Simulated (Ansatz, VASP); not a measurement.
# Two plane-wave programs on Hg

```
Hg
1.0
     3.59821    0.00000   -0.00425
     0.00000    5.57510    0.00000
    -1.79571    0.00000    3.12493
Hg
2
Direct
  0.66623 0.25000 0.83248
  0.33377 0.75000 0.16752
```

Alike in both runs: functional PBE; k mesh 18 × 10 × 18; occupations gaussian, width 0.1 eV; no spin polarisation.

Ansatz relaxed the structure, and its values are those at the end. VASP's run is a single point on that final structure, the one shown.

|  | VASP | Ansatz |
| --- | --- | --- |
| version | VASP 6.6.1 | Ansatz 0.2.0 |
| potentials or method | VASP PAW PBE potentials, release 64 (Hg), cutoff 520 eV | scalar-relativistic, plane waves, PAW |
| valence electrons in the cell | 24 | 40 |

```csv
,VASP,Ansatz,Ansatz less VASP
gap on the k mesh at the Fermi level (eV),0.30,0.29,-0.009
least direct gap on the mesh (eV),1.28,1.26,-0.012
pressure (GPa),0.0,0.0,-0.04
```

VASP's potentials hold 24 valence electrons a cell and Ansatz's 40, so a difference there can come from the potentials and not from the codes.

Spin-orbit coupling is off throughout.
